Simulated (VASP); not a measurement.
Set up this calculation in VASP 6.6.1, as the native input.

```
Task                   : relaxation of cell and atoms
Functional             : PBE
Potentials or basis    : VASP PAW PBE potentials, release 64 (Zn, B)
Cutoff                 : 600 eV
k mesh                 : 6 × 6 × 6
Occupations            : gaussian, width 0.1 eV
Spin                   : no spin polarisation
Dipole correction      : no
Further INCAR settings : ALGO = Normal; EDIFF = 1e-06; IBRION = 2; EDIFFG = -0.04; NSW = 90; ISIF = 3
```

The structure of Zn2B lies in POSCAR:

```
Zn2B
1.0
    0.0000000000      2.8836600200      2.8836600200
    2.8836600200      0.0000000000      2.8836600200
    2.8836600200      2.8836600200      0.0000000000
Zn B
2 1
Direct
    0.2500000000      0.2500000000      0.2500000000
    0.7500000000      0.7500000000      0.7500000000
    0.0000000000      0.0000000000      0.0000000000
```

The cell was built from a structure type or drawn by symmetry, and may not be a known phase.

These files were run (other wordings do the same):

INCAR

```
SYSTEM = Zn2B
PREC = Accurate
ENCUT = 600
EDIFF = 1E-6
ISMEAR = 0
SIGMA = 0.1
LREAL = .FALSE.
LASPH = .TRUE.
NELM = 100
ALGO = Normal
ISIF = 3
LWAVE = .FALSE.
LCHARG = .FALSE.
GGA = PE
IBRION = 2
NSW = 90
EDIFFG = -0.04
```

KPOINTS

```
regular mesh
0
G
  6 6 6
  0 0 0
```

Potentials or basis: VASP PAW PBE potentials, release 64 (Zn, B).

Run with:

```console
$ cat potpaw_PBE.64/Zn/POTCAR potpaw_PBE.64/B/POTCAR > POTCAR
$ mpirun -np 1 vasp_std > vasp.out
```

It gave:

```json
{
 "Relaxed volume": "12.37 Å³/atom",
 "Relaxed cell": "a = 3.744 Å, b = 3.744 Å, c = 3.744 Å, α = 60.00°, β = 60.00°, γ = 60.00°",
 "Space group after relaxing (to 0.1 Å)": "Fm-3m (No. 225)",
 "Energy gained by relaxing": "228.4 meV/atom",
 "Ionic steps": "3",
 "Pressure after relaxing": "0.5 GPa",
 "Band gap on the k mesh": "zero (an odd number of electrons rules out a gap without spin polarisation)"
}
```

Caveat: the volume moved by over 15 % at a fixed basis, so the end points are rough.

It took 88 s on 1 thread of Intel Xeon 8259CL, with other jobs on the host, peak memory 0.22 GiB.
